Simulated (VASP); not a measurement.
A run of VASP 6.6.1:

Contents of INCAR:

```
SYSTEM = Cd2Ge
ALGO = Fast
EDIFF = 1E-6
ENCUT = 520
GGA = PE
ISIF = 2
ISMEAR = 0
LASPH = .True.
LCHARG = .False.
LREAL = .False.
LWAVE = .False.
NBANDS = 47
NELM = 100
PREC = Accurate
SIGMA = 0.1
```

KPOINTS

```
k-points
0
Gamma
  4 4 4
  0 0 0
```

POSCAR

```
Cd2Ge
1.0
    5.2535972700      0.0000000000      0.0000000000
    0.0000000000      5.2535972700      0.0000000000
    0.0000000000      0.0000000000      5.1396550100
Cd Ge
4 2
Direct
    0.0000000000      0.0000000000      0.0000000000
    0.5000000000      0.5000000000      0.0000000000
    0.5000000000      0.0000000000      0.0035835000
    0.0000000000      0.5000000000      0.9964165000
    0.5000000000      0.0000000000      0.4183634900
    0.0000000000      0.5000000000      0.5816365100
```

Potentials or basis: VASP PAW PBE potentials, release 64 (Cd, Ge_d).

Run with:

```sh
$ cat potpaw_PBE.64/Cd/POTCAR potpaw_PBE.64/Ge_d/POTCAR > POTCAR
$ mpirun -np 1 vasp_std > vasp.out
```

Hardware: 1 thread of Intel Xeon 8259CL (shared host).

Question: How long does it take, and how much memory?

Answer: It took 3.6 min on 1 thread of Intel Xeon 8259CL, with other jobs on the host, peak memory 0.29 GiB. Counts: scf iterations 13, k points 18.
